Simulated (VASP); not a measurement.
# SiO2 (P6_322) in VASP: settings compared, part 2 of 2

VASP 6.6.1. The steps go on from the part before.

## (3) Electric field gradients, r2SCAN

Contents of POSCAR:

```
SiO2
1.0
    5.0690738885      0.0000000000      0.0000000000
   -2.5345369442      4.3899467611      0.0000000000
    0.0000000000      0.0000000000      8.5584885400
Si O
4 8
Direct
    0.6666666667      0.3333333333      0.9371258000
    0.6666666667      0.3333333333      0.5628742000
    0.3333333333      0.6666666667      0.0628742000
    0.3333333333      0.6666666667      0.4371258000
    0.0000000000      0.4212587450      0.0000000000
    0.4212587450      0.4212587450      0.5000000000
    0.5787412550      0.0000000000      0.5000000000
    0.5787412550      0.5787412550      0.0000000000
    0.0000000000      0.5787412550      0.5000000000
    0.6666666667      0.3333333333      0.7500000000
    0.3333333333      0.6666666667      0.2500000000
    0.4212587450      0.0000000000      0.0000000000
```

Contents of INCAR.step1:

```
SYSTEM = SiO2
PREC = Accurate
ENCUT = 520
ISMEAR = -1
SIGMA = 0.01
LREAL = .False.
LASPH = .True.
NELM = 80
NBANDS = 44
GGA = PE
ALGO = Normal
EDIFF = 1E-4
LWAVE = .True.
LCHARG = .False.
```

Contents of INCAR.step2:

```
SYSTEM = SiO2
PREC = Accurate
ENCUT = 520
EDIFF = 1E-8
ISMEAR = -1
SIGMA = 0.01
LREAL = .False.
LASPH = .True.
NELM = 80
ALGO = Normal
ISIF = 2
LWAVE = .False.
LCHARG = .False.
METAGGA = R2SCAN
LMIXTAU = .True.
LEFG = .True.
NBANDS = 44
ISTART = 1
```

Contents of KPOINTS:

```
Automatic mesh
0
Gamma
  6 6 3
  0 0 0
```

Potentials or basis: VASP PAW PBE potentials, release 64 (Si, O).

Command:

```bash
$ cat potpaw_PBE.64/Si/POTCAR potpaw_PBE.64/O/POTCAR > POTCAR
$ cp INCAR.step1 INCAR
$ mpirun -np 1 vasp_std > vasp.out
$ cp INCAR.step2 INCAR
$ mpirun -np 1 vasp_std > vasp.out
```

OUTCAR:

```text
SYSTEM = SiO2
   PREC = Accurate
   ENCUT = 520
   EDIFF = 1E-8
   ISMEAR = -1
   LREAL = .False.
   LASPH = .True.
   NELM = 80
   ISIF = 2
   METAGGA = R2SCAN
   ISTART = 1

 ion  position               nearest neighbor table
   1  0.667  0.333  0.937-  10 1.60   5 1.61  12 1.61   8 1.61   3 3.12   3 3.12   3 3.12
   2  0.667  0.333  0.563-  10 1.60   7 1.61   9 1.61   6 1.61   4 3.12   4 3.12   4 3.12
   3  0.333  0.667  0.063-  11 1.60  12 1.61   5 1.61   8 1.61   1 3.12   1 3.12   1 3.12
   4  0.333  0.667  0.437-  11 1.60   9 1.61   7 1.61   6 1.61   2 3.12   2 3.12   2 3.12
   5  0.000  0.421  0.000-   1 1.61   3 1.61
   6  0.421  0.421  0.500-   4 1.61   2 1.61
   7  0.579  0.000  0.500-   2 1.61   4 1.61
   8  0.579  0.579  0.000-   1 1.61   3 1.61
   9  0.000  0.579  0.500-   4 1.61   2 1.61
  10  0.667  0.333  0.750-   1 1.60   2 1.60
  11  0.333  0.667  0.250-   3 1.60   4 1.60
  12  0.421  0.000  0.000-   3 1.61   1 1.61
[... 925 lines left out ...]
----------------------------------------------------------------------
   1       0.318     0.317    -0.635       0.000
   2       0.318     0.317    -0.635       0.000
   3       0.318     0.317    -0.635       0.000
   4       0.318     0.317    -0.635       0.000
   5     -50.545   -39.106    89.651       0.128
   6     -50.544   -39.105    89.649       0.128
   7     -50.545   -39.106    89.651       0.128
   8     -50.544   -39.105    89.649       0.128
   9     -50.545   -39.106    89.651       0.128
  10     -47.439   -47.437    94.876       0.000
  11     -47.439   -47.437    94.876       0.000
  12     -50.545   -39.106    89.651       0.128
----------------------------------------------------------------------

           NMR quadrupolar parameters

 Cq : quadrupolar parameter    Cq=e*Q*V_zz/h
 eta: asymmetry parameters     (V_yy - V_xx)/ V_zz
 Q  : nuclear electric quadrupole moment in mb (millibarn)
----------------------------------------------------------------------
 ion       Cq(MHz)       eta       Q (mb)
----------------------------------------------------------------------
   1      -0.002       0.000       1.000
   2      -0.002       0.000       1.000
   3      -0.002       0.000       1.000
   4      -0.002       0.000       1.000
   5       0.217       0.128       1.000
   6       0.217       0.128       1.000
   7       0.217       0.128       1.000
   8       0.217       0.128       1.000
   9       0.217       0.128       1.000
  10       0.229       0.000       1.000
  11       0.229       0.000       1.000
  12       0.217       0.128       1.000
----------------------------------------------------------------------
```

It took 13 min on 1 thread of AMD EPYC 7R43 (Zen 3), shared host; peak memory 0.35 GiB.

What came out:

| Item | Value |
| --- | --- |
| Free energy | -119.1154 eV |
| Pressure | 0.2 GPa |
| Largest force | 0.029 eV/Å |
| Band gap on the k mesh | 6.20 eV (least direct gap 6.22 eV) |
| Largest electric field gradient by atom | Si -0.6; O +89.7, +89.6, +94.9 (each value once) V/Å² |

Forces in eV/Å, atoms in the order of the input:
```
Si   0.000  0.000  0.005
Si   0.000  0.000 -0.005
Si   0.000  0.000 -0.005
Si   0.000  0.000  0.005
O    0.015 -0.025  0.000
O   -0.015 -0.025  0.000
O    0.029  0.000  0.000
O    0.015  0.025  0.000
O   -0.015  0.025  0.000
O    0.000  0.000  0.000
O    0.000  0.000  0.000
O   -0.029  0.000  0.000
```

Levels at points of the mesh, in eV from the valence-band top:
```csv
k point,band 30,band 31,band 32,band 33,band 34,band 35
"(0.00, 0.00, 0.00)",-0.63,-0.02,-0.02,6.20,8.70,8.80
"(0.50, 0.00, 0.00)",-0.74,-0.61,0.00,8.56,8.84,9.42
```

Electric field gradients, principal values (V/Å²):
```
atom    least   middle  greatest (by size)
1 Si    0.317    0.318              -0.635
2 Si    0.317    0.318              -0.635
3 Si    0.317    0.318              -0.635
4 Si    0.317    0.318              -0.635
 5 O  -39.106  -50.545              89.651
 6 O  -39.105  -50.544              89.649
 7 O  -39.106  -50.545              89.651
 8 O  -39.105  -50.544              89.649
 9 O  -39.106  -50.545              89.651
10 O  -47.437  -47.439              94.876
11 O  -47.437  -47.439              94.876
12 O  -39.106  -50.545              89.651
```

Caveat: without QUAD_EFG the Cq values of the log hold for a quadrupole moment of 1 mb, not for the nuclei; the PAW data sets were made with another functional, which shifts forces and pressure a little; an odd mesh through Γ misses points on the zone boundary, where band edges can lie.
